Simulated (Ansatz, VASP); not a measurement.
Ga in VASP and in Ansatz

```
Ga
1.0
     2.20931   -3.74437    0.00000
     2.20931    3.74437    0.00000
     0.00000    0.00000    4.42450
Ga
4
Cartesian
  2.2093 2.6023 0.3473
  2.2093 -1.1420 1.8649
  2.2093 -2.6023 4.0772
  2.2093 1.1420 2.5596
```

Change from the starting cell: volume scaled by 0.94, crystal datasets.

Alike in both runs: task electric field gradients; functional PBE; k mesh 9 × 9 × 8; occupations fermi-dirac, width 0.05 eV; no spin polarisation.

|  | VASP | Ansatz |
| --- | --- | --- |
| version | VASP 6.6.1 | Ansatz 0.2.0 |
| potentials or method | VASP PAW PBE potentials, release 64 (Ga_d), cutoff 520 eV | all-electron PAW with datasets made for the crystal, scalar-relativistic |

Ansatz gave:

| Quantity | Value |
| --- | --- |
| pressure (GPa) | 6.7 |
| traceless stress, the component that is largest in VASP (GPa) | 2.36 |
| rms of the force components (eV/Å) | 0.278 |
| size of Vzz on the site where it differs most (V/Å²) | 58.4 |

Task: Which values does VASP return?

Result: Pressure (GPa): 6.8; traceless stress, the component that is largest in VASP (GPa): 2.39; rms of the force components (eV/Å): 0.277; size of Vzz on the site where it differs most (V/Å²): 55.8.

Atom by atom the forces differ by 0.001 eV/Å (rms over components). Ansatz ran all-electron here, and VASP with PAW potentials.
